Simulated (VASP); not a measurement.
Crystal: InAs.

```
In As
1.0
     0.00000    3.05459    3.05459
     3.05459    0.00000    3.05459
     3.05459    3.05459    0.00000
In As
1 1
Direct
  0.00000 0.00000 0.00000
  0.25000 0.25000 0.25000
```

Base run:

* Program: VASP 6.6.1
* Functional: LDA
* Potentials or basis: VASP PAW LDA potentials, release 64 (In_d, As)
* Cutoff: 520 eV
* k mesh: 8 × 8 × 8
* Occupations: fermi-dirac, width 0.02 eV
* Spin: no spin polarisation

Its results: band gap on the k mesh zero (filled and empty bands touch); pressure -2.1 GPa.

Task: The run is repeated on the same cell with these changes: functional from LDA to r2SCAN; potentials or basis from VASP PAW LDA potentials, release 64 (In_d, As) to VASP PAW PBE potentials, release 64 (In_d, As). What comes out?

Result: Band gap on the k mesh 0.08 eV; pressure 0.0 GPa.

Caveats: spin-orbit coupling is left out, which moves the levels of the heavy elements; semilocal functionals underestimate gaps, so a narrow gap can read as zero (at least some runs); the PAW data sets were made with another functional, which shifts forces and pressure a little (at least some runs).

